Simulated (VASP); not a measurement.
Wanted: the native input for a VASP 6.6.1 run.

```
Task                   : single point
Functional             : LDA
Potentials or basis    : VASP PAW LDA potentials, release 64 (W_sv, B)
Cutoff                 : 520 eV
k mesh                 : 3 × 3 × 3
Occupations            : gaussian, width 0.05 eV
Spin                   : no spin polarisation
Dipole correction      : no
Further INCAR settings : LREAL = Auto; ALGO = Normal; EDIFF = 1e-06; NBANDS = 128
```

The structure of BW16 (a cell with a defect) lies in POSCAR:

```
BW16
1.0
    6.3200000000      0.0000000000      0.0000000000
    0.0000000000      6.3200000000      0.0000000000
    0.0000000000      0.0000000000      6.3200000000
W B
16 1
Direct
   -0.0001194620      0.0024552215      0.0093919304
    0.4998873418     -0.0095142405     -0.0024909810
   -0.0001216772      0.4981457278      0.0093792722
   -0.0000924051      0.0024218354      0.5051367089
    0.3033150316      0.2503156646      0.2570862342
    0.4998860759      0.5101371835     -0.0024952532
    0.4998955696     -0.0095166139      0.5170984177
    0.6964658228      0.2502898734      0.2574924051
   -0.0000946203      0.4981822785      0.5051463608
    0.2513825949      0.7503044304      0.2573272152
    0.2514444620      0.2503080696      0.7571726266
    0.4998946203      0.5101299051      0.5170965190
    0.7483976266      0.7502916139      0.2572876582
    0.7483340190      0.2503104430      0.7573748418
    0.2462550633      0.7503085443      0.7573344937
    0.7535370253      0.7503123418      0.7572691456
    0.9998908228      0.2502947785      0.2572813291
```

These files were run (other wordings do the same):

INCAR

```
PREC = Accurate
ENCUT = 520
EDIFF = 1E-6
ISMEAR = 0
SIGMA = 0.05
LREAL = Auto
LASPH = T
NELM = 80
ALGO = Normal
ISIF = 2
LWAVE = F
LCHARG = F
GGA = CA
NBANDS = 128
```

KPOINTS

```
regular mesh
0
Gamma
  3 3 3
```

Potentials or basis: VASP PAW LDA potentials, release 64 (W_sv, B).

Run with:

```sh
$ cat potpaw_LDA.64/W_sv/POTCAR potpaw_LDA.64/B/POTCAR > POTCAR
$ mpirun -np 1 vasp_std > vasp.out
```

It gave:

- Pressure: 6.5 GPa
- Largest force: 0.080 eV/Å
- Band gap on the k mesh: zero (an odd number of electrons rules out a gap without spin polarisation)

Caveat: spin-orbit coupling is left out, which moves the levels of the heavy elements.

It took 13 min on 1 thread of AMD EPYC 7R43 64-Core Processor (Zen 3) (shared host), peak memory 0.4 GiB.
